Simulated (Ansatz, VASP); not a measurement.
# Zn in VASP and in Ansatz

The input INCAR:

```
PREC = Accurate ; ENCUT = 520
EDIFF = 1E-6 ; ISMEAR = 0
SIGMA = 0.15 ; LREAL = F
LASPH = T ; NELM = 80
ALGO = Normal ; ISIF = 2
LWAVE = F ; LCHARG = F
NBANDS = 12
```

File KPOINTS:

```
regular mesh
0
Gamma
  30 30 30
```

The input POSCAR:

```
Zn
1.0
   -1.5057834831      1.5057834831      1.5057834831
    1.5057834831     -1.5057834831      1.5057834831
    1.5057834831      1.5057834831     -1.5057834831
Zn
1
Direct
    0.0000000000      0.0000000000      0.0000000000
```

Input for Ansatz:

```yaml
crystal:
  lattice:
    - [-1.5057834831, 1.5057834831, 1.5057834831]
    - [1.5057834831, -1.5057834831, 1.5057834831]
    - [1.5057834831, 1.5057834831, -1.5057834831]
  atoms:
    - { symbol: Zn, position: [0.0, 0.0, 0.0] }
basis:
  ecutwfc: 420
kpoints:
  mp_grid: { grid: [30, 30, 30] }
hamiltonian:
  xc: lda
scf:
  occupations: { method: gaussian, width: 0.15 }
output:
  forces: true
  stress: true
  eigenvalues: true
```

Alike in both runs: task single point; functional LDA; k mesh 30 × 30 × 30; occupations gaussian, width 0.15 eV; no spin polarisation.

```csv
,VASP,Ansatz
version,VASP 6.6.1,Ansatz 0.2.0
potentials or method,"VASP PAW LDA potentials, release 64 (Zn), cutoff 520 eV","scalar-relativistic, plane waves, PAW"
valence electrons in the cell,12,12
```

```csv
,VASP,Ansatz,Ansatz less VASP
gap on the k mesh at the Fermi level (eV),none,none,-
pressure (GPa),0.8,0.1,-0.67
```

LDA's correlation is that of Perdew and Zunger in VASP and of Perdew and Wang (1992) in Ansatz. A gap of «none» marks a metal or a gap that the smearing closes.
